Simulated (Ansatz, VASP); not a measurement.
**YbSe2 in VASP and in Ansatz**

The input INCAR:

```
  ALGO = Normal
  EDIFF = 1E-6
  ENCUT = 520
  GGA = PS
  ISIF = 2
  ISMEAR = 0
  ISPIN = 2
  LASPH = T
  LCHARG = F
  LMAXMIX = 6
  LORBIT = 11
  LREAL = F
  LWAVE = F
  MAGMOM = 0.05 0 0
  NBANDS = 29
  NELM = 150
  PREC = Accurate
  SIGMA = 0.05
```

Contents of KPOINTS:

```
k-points
0
Gamma
  8 8 8
```

File POSCAR:

```
YbSe2
1.0
    0.0000000000      3.2951501517      3.2951501517
    3.2951501517      0.0000000000      3.2951501517
    3.2951501517      3.2951501517      0.0000000000
Yb Se
1 2
Direct
    0.0000000000      0.0000000000      0.0000000000
    0.2500000000      0.2500000000      0.2500000000
    0.7500000000      0.7500000000      0.7500000000
```

Input for Ansatz:

```yaml
crystal:
  lattice:
    - [0.0, 3.2951501517, 3.2951501517]
    - [3.2951501517, 0.0, 3.2951501517]
    - [3.2951501517, 3.2951501517, 0.0]
  atoms:
    - { symbol: Yb, position: [0.0, 0.0, 0.0], spin: 0.05 }
    - { symbol: Se, position: [0.25, 0.25, 0.25] }
    - { symbol: Se, position: [0.75, 0.75, 0.75] }
basis:
  ecutwfc: 420
  ecutrho_ratio: 4
kpoints:
  mp_grid: { grid: [8, 8, 8] }
hamiltonian:
  xc: pbesol
scf:
  occupations: { method: gaussian, width: 0.05 }
output:
  forces: true
  stress: true
  eigenvalues: true
  populations: true
magnetization:
  spin_polarized: true
```

Alike in both runs: task single point; functional PBEsol; k mesh 8 × 8 × 8; occupations gaussian, width 0.05 eV; collinear spin.

|  | VASP | Ansatz |
| --- | --- | --- |
| version | VASP 6.6.1 | Ansatz 0.2.0 |
| potentials or method | VASP PAW PBE potentials, release 64 (Yb, Se), cutoff 520 eV | scalar-relativistic, plane waves, PAW |
| valence electrons in the cell | 36 | 56 |

|  | VASP | Ansatz | Ansatz less VASP |
| --- | --- | --- | --- |
| gap on the k mesh at the Fermi level (eV) | none | none | - |
| pressure (GPa) | 2.4 | 2.6 | +0.25 |
| net moment per atom (μB) | 0.00 | 0.00 | 0.000 |

VASP's potentials were made for PBE, not for PBEsol. A gap of «none» marks a metal or a gap that the smearing closes. The functional is the same, so the differences come from potentials, cutoffs and numerics. VASP's potentials hold 36 valence electrons a cell and Ansatz's 56, so a difference there can come from the potentials and not from the codes. Ansatz's warnings: given moment on shells, seeded moment not kept.

Neither program's run includes spin-orbit coupling.
